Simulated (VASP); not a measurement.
# H9ClO4 in VASP: notebook

Runs on H9ClO4. Level: PBEsol. Tasks: single point.

Everything below comes from runs of VASP 6.6.1. Logs are shortened: lines on timing, memory, paths and dates and some standing lists are left out, and cuts for length are marked.

**1. The cell of the first run**

The cell holds a disordered packing, 14 atoms: a = 6.058 Å, b = 6.058 Å, c = 6.058 Å, α = 90.00°, β = 90.00°, γ = 90.00°.

**2. Single point, PBEsol**

INCAR reads:

```
PREC = Accurate ; ENCUT = 520
EDIFF = 1E-6 ; ISMEAR = -1
SIGMA = 0.02 ; LREAL = F
LASPH = T ; NELM = 60
ALGO = Normal ; ISIF = 2
LWAVE = F ; LCHARG = F
GGA = PS ; NBANDS = 33
```

KPOINTS reads:

```
regular mesh
0
Gamma
  1 1 1
```

POSCAR reads:

```
H9ClO4
1.0
    6.0577750000      0.0000000000      0.0000000000
    0.0000000000      6.0577750000      0.0000000000
    0.0000000000      0.0000000000      6.0577750000
O H Cl
4 9 1
Direct
   -0.0086770651      0.4513553372      0.1090805375
    0.2458188389      0.1444244364      0.9611594112
    0.8415050318      0.1126217711      0.3721271969
    0.1894091182      0.8441819343      0.2659855027
   -0.1033993101      0.4972942576     -0.0130871006
    0.1005661425      0.3402593168      0.0421005775
    0.2432937135      0.0165027478      1.0703821553
    0.3981086487      0.1773551039      0.9241789525
    0.8781003430      0.2445889539      0.2807976565
    0.6983795176      0.0636540907      0.3197470122
    0.0598855005      0.9287865443      0.3231099439
    0.1276201982      0.7043345799      0.2068735340
    0.4878793921      0.6762385747      0.6375009022
    0.5367010302      0.6341928514      0.8417899183
```

Potentials or basis: VASP PAW PBE potentials, release 64 (O, H, Cl).

Run with:

```bash
> cat potpaw_PBE.64/O/POTCAR potpaw_PBE.64/H/POTCAR potpaw_PBE.64/Cl/POTCAR > POTCAR
> mpirun -np 1 vasp_gam > vasp.out
```

OUTCAR:

```text
PREC = Accurate
   ENCUT = 520
   EDIFF = 1E-6
   ISMEAR = -1
   LREAL = F
   LASPH = T
   NELM = 60
   ISIF = 2
   GGA = PS

 ion  position               nearest neighbor table
   1  0.991  0.451  0.109-   5 0.98   6 1.03
   2  0.246  0.144  0.961-   8 0.97   7 1.02
   3  0.842  0.113  0.372-  10 0.97   9 1.00
   4  0.189  0.844  0.266-  12 0.99  11 1.00
   5  0.897  0.497  0.987-   1 0.98
   6  0.101  0.340  0.042-   1 1.03
   7  0.243  0.017  0.070-   2 1.02
   8  0.398  0.177  0.924-   2 0.97
   9  0.878  0.245  0.281-   3 1.00
  10  0.698  0.064  0.320-   3 0.97
  11  0.060  0.929  0.323-   4 1.00
  12  0.128  0.704  0.207-   4 0.99
  13  0.488  0.676  0.638-  14 1.30
  14  0.537  0.634  0.842-  13 1.30

  LATTYP: Found a simple cubic cell.
 ALAT       =     6.0577750000

  Lattice vectors:

 A1 = (   6.0577750000,   0.0000000000,   0.0000000000)
 A2 = (   0.0000000000,   6.0577750000,   0.0000000000)
 A3 = (   0.0000000000,   0.0000000000,   6.0577750000)

Analysis of symmetry for initial positions (statically):
=====================================================================
 Subroutine PRICEL returns:
 Original cell was already a primitive cell.

 Routine SETGRP: Setting up the symmetry group for a
 simple cubic supercell.

 Subroutine GETGRP returns: Found  1 space group operations
 (whereof  1 operations were pure point group operations)
 out of a pool of 48 trial point group operations.

The static configuration has the point symmetry C_1 .

Analysis of symmetry for dynamics (positions and initial velocities):
=====================================================================
 Subroutine PRICEL returns:
 Original cell was already a primitive cell.

 Routine SETGRP: Setting up the symmetry group for a
 simple cubic supercell.

 Subroutine GETGRP returns: Found  1 space group operations
 (whereof  1 operations were pure point group operations)
 out of a pool of 48 trial point group operations.

The dynamic configuration has the point symmetry C_1 .

 Subroutine INISYM returns: Found  1 space group operations
 (whereof  1 operations are pure point group operations),
 and found     1 'primitive' translations

----------------------------------------------------------------------------------------

                                     Primitive cell

  volume of cell :     222.3000

  direct lattice vectors                    reciprocal lattice vectors
     6.057775000  0.000000000  0.000000000     0.165077112  0.000000000  0.000000000
     0.000000000  6.057775000  0.000000000     0.000000000  0.165077112  0.000000000
     0.000000000  0.000000000  6.057775000     0.000000000  0.000000000  0.165077112

  length of vectors
     6.057775000  6.057775000  6.057775000     0.165077112  0.165077112  0.165077112

  position of ions in fractional coordinates (direct lattice)
     0.991322935  0.451355337  0.109080537
     0.245818839  0.144424436  0.961159411
     0.841505032  0.112621771  0.372127197
     0.189409118  0.844181934  0.265985503
     0.896600690  0.497294258  0.986912899
     0.100566142  0.340259317  0.042100578
     0.243293714  0.016502748  0.070382155
     0.398108649  0.177355104  0.924178953
     0.878100343  0.244588954  0.280797656
     0.698379518  0.063654091  0.319747012
     0.059885501  0.928786544  0.323109944
     0.127620198  0.704334580  0.206873534
     0.487879392  0.676238575  0.637500902
     0.536701030  0.634192851  0.841789918

  ion indices of the primitive-cell ions
   primitive index   ion index
                 1           1
                 2           2
                 3           3
                 4           4
                 5           5
                 6           6
                 7           7
                 8           8
                 9           9
                10          10
                11          11
                12          12
                13          13
                14          14

----------------------------------------------------------------------------------------

 KPOINTS: regular mesh

Automatic generation of k-mesh.
 Grid dimensions read from file:
 generate k-points for:    1    1    1

 Generating k-lattice:

  Cartesian coordinates                     Fractional coordinates (reciprocal lattice)
     0.165077112  0.000000000  0.000000000     1.000000000  0.000000000  0.000000000
     0.000000000  0.165077112  0.000000000     0.000000000  1.000000000  0.000000000
     0.000000000  0.000000000  0.165077112     0.000000000  0.000000000  1.000000000

  Length of vectors
     0.165077112  0.165077112  0.165077112

  Shift w.r.t. Gamma in fractional coordinates (k-lattice)
     0.000000000  0.000000000  0.000000000

 Subroutine IBZKPT returns following result:
 ===========================================

 Found      1 irreducible k-points:

 Following reciprocal coordinates:
            Coordinates               Weight
  0.000000  0.000000  0.000000      1.000000
   k-points           NKPTS =      1   k-points in BZ     NKDIM =      1   number of bands    NBANDS=     33
   number of dos      NEDOS =    301   number of ions     NIONS =     14
   total plane-waves  NPLWV = 110592
   dimension x,y,z NGX =    48 NGY =   48 NGZ =   48
   dimension x,y,z NGXF=    96 NGYF=   96 NGZF=   96
   ions per type =               4   9   1
   NGX,Y,Z   is equivalent  to a cutoff of  13.17, 13.17, 13.17 a.u.
   NGXF,Y,Z  is equivalent  to a cutoff of  26.35, 26.35, 26.35 a.u.
 SYSTEM =  unknown system
   PREC   = accura    normal or accurate (medium, high low for compatibility)
   ISTART =      0    job   : 0-new  1-cont  2-samecut
   ICHARG =      2    charge: 1-file 2-atom 10-const
   ISPIN  =      1    spin polarized calculation?
   LNONCOLLINEAR =      F non collinear calculations
   LSORBIT =      F    spin-orbit coupling
   LASPH  =      T    aspherical Exc in radial PAW
   ENCUT  =  520.0 eV  38.22 Ry    6.18 a.u.  11.26 11.26 11.26*2*pi/ulx,y,z
   NELM   =     60;   NELMIN=  2; NELMDL= -5     # of ELM steps
   EDIFF  = 0.1E-05   stopping-criterion for ELM
   LREAL  =      F    real-space projection
   EDIFFG = 0.1E-04   stopping-criterion for IOM
   NSW    =      0    number of steps for IOM
   IBRION =     -1    ionic relax: 0-MD 1-quasi-New 2-CG
   NFREE  =      0    steps in history (QN), initial steepest desc. (CG)
   ISIF   =      2    stress and relaxation
   ISYM   =      2    0-nonsym 1-usesym 2-fastsym
   POTIM  = 0.5000    time-step for ionic-motion
   TEBEG  =    0.0;   TEEND  =   0.0 temperature during run
   PSTRESS=    0.0 pullay stress
   NELECT =      40.0000    total number of electrons
   NUPDOWN=      -1.0000    fix difference up-down
   EMIN   =  10.00;   EMAX   =-10.00  energy-range for DOS
   EFERMI =   0.00;   METHOD = LEGACY
   ISMEAR =    -1;   SIGMA  =   0.02  broadening in eV -4-tet -1-fermi 0-gaus
   EFERMI_NEDOS =   21; number of points for ismear=-14 and -15
   IALGO  =     38    algorithm
   IMIX   =      4    mixing-type and parameters
     AMIX     =   0.40;   BMIX     =  1.00
     AMIX_MAG =   1.60;   BMIX_MAG =  1.00
  volume/ion in A,a.u.               =      15.88       107.15
  Fermi-wavevector in a.u.,A,eV,Ry     =   0.924233  1.746548 11.622199  0.854207
  Thomas-Fermi vector in A             =   2.049957
   LORBIT       =      0    0 simple, 1 ext, 2 COOP (PROOUT), +10 PAW based schemes
   GGA     = PS    functional components
   LHFCALC =     F    Hartree Fock is set to
   AEXX    =    0.0000 exact exchange contribution
   IVDW    =     0    specifies the selected vdW correction
   LEPSILON=     F    determine dielectric tensor
   LRPA    =     F    only Hartree local field effects (RPA)
 non-spin polarized calculation
  energy-cutoff  :      520.00
  volume of cell :      222.30
 maximum number of plane-waves:      3016
 NGX is ok and might be reduce to    48
   NGX = 23   NGY = 23   NGZ = 23

 number of electron      40.0000000 magnetization

 Free energy of the ion-electron system (eV)
  ---------------------------------------------------
  ext. energy  EPLUGINS =         0.00000000
  ---------------------------------------------------
  free energy    TOTEN  =       -65.30012894 eV

  energy without entropy =      -65.30012894  energy(sigma->0) =      -65.30012894

 E-fermi :  -3.8388     XC(G=0):  -5.5674

 val. band max:       -4.3920913199   @ k =   0.0000   0.0000   0.0000
 cond. band min:       0.3129032383   @ k =   0.0000   0.0000   0.0000
 fundamental gap:      4.7049945582
 Fermi energy:        -3.8388387784

 k-point     1 :       0.0000    0.0000    0.0000
  band No.  band energies     occupation
      1     -22.8987      2.00000
      2     -22.4156      2.00000
      3     -22.1680      2.00000
      4     -21.8380      2.00000
      5     -18.7494      2.00000
      6     -10.8560      2.00000
[... 24 lines left out ...]
     31       7.1001      0.00000
     32       7.1969      0.00000
 [bands above 32 left out]

------------------------ aborting loop because EDIFF is reached ----------------------------------------

  FORCE on cell =-STRESS in cart. coord.  units (eV):
  Direction    XX          YY          ZZ          XY          YZ          ZX
  --------------------------------------------------------------------------------------
  -------------------------------------------------------------------------------------
  Total       -0.1121306     -0.7218423     -0.1619753      0.1012264      0.1605819     -0.3550143
  in kB       -0.8081565     -5.2025168     -1.1674005      0.7295663      1.1573583     -2.5586859
  external PRESSURE =      -2.3926912 kB  Pullay stress =       0.0000000 kB

 VOLUME and BASIS-vectors are now :
 -----------------------------------------------------------------------------
  energy-cutoff  :      520.00
  volume of cell :      222.30
      direct lattice vectors                 reciprocal lattice vectors
     6.057775000  0.000000000  0.000000000     0.165077112  0.000000000  0.000000000
     0.000000000  6.057775000  0.000000000     0.000000000  0.165077112  0.000000000
     0.000000000  0.000000000  6.057775000     0.000000000  0.000000000  0.165077112

 POSITION                                       TOTAL-FORCE (eV/Angst)
 -----------------------------------------------------------------------------------
      6.00521      2.73421      0.66079         0.013224     -0.000222      0.050992
      1.48912      0.87489      5.82249        -0.073297      0.061937      0.038332
      5.09765      0.68224      2.25426         0.159620     -0.018362      0.082205
      1.14740      5.11386      1.61128         0.159470      0.054029     -0.043018
      5.43141      3.01250      5.97850        -0.053751      0.026542     -0.038720
      0.60921      2.06121      0.25504         0.071237     -0.061458     -0.014118
      1.47382      0.09997      0.42636        -0.048020     -0.072496      0.041195
      2.41165      1.07438      5.59847         0.122218      0.037471     -0.065981
      5.31933      1.48166      1.70101         0.058849      0.168266     -0.069341
      4.23063      0.38560      1.93696        -0.174699     -0.089130     -0.027724
      0.36277      5.62638      1.95733        -0.116091      0.006780      0.073937
      0.77309      4.26670      1.25319        -0.069108     -0.120304     -0.007662
      2.95546      4.09650      3.86184         0.000010     -0.022432      0.132482
      3.25121      3.84180      5.09937        -0.049661      0.029376     -0.152579
 -----------------------------------------------------------------------------------
    total drift:                               -0.000013      0.000652      0.000125

  FREE ENERGIE OF THE ION-ELECTRON SYSTEM (eV)
  ---------------------------------------------------
  free  energy   TOTEN  =       -65.3001289398 eV

  energy  without entropy=      -65.3001289398  energy(sigma->0) =      -65.30012894
```

Run time: 20 s. Hardware: 1 thread of Intel Xeon 8259CL, shared host; peak memory 0.3 GiB.

What came out:

* Free energy: -65.3001 eV
* Pressure: -0.2 GPa
* Largest force: 0.198 eV/Å

Forces in eV/Å, atoms in the order of the input:
```
O    0.013  0.000  0.051
O   -0.073  0.062  0.038
O    0.160 -0.018  0.082
O    0.159  0.054 -0.043
H   -0.054  0.027 -0.039
H    0.071 -0.061 -0.014
H   -0.048 -0.072  0.041
H    0.122  0.037 -0.066
H    0.059  0.168 -0.069
H   -0.175 -0.089 -0.028
H   -0.116  0.007  0.074
H   -0.069 -0.120 -0.008
H    0.000 -0.022  0.132
Cl  -0.050  0.029 -0.153
```

Stress tensor (GPa, compression positive):
```
-0.08  0.07 -0.26
 0.07 -0.52  0.12
-0.26  0.12 -0.12
```

Caveat: the k points lie up to 1.04 Å⁻¹ apart; the PAW data sets were made with another functional, which shifts forces and pressure a little.

[end of part 1 of 2]
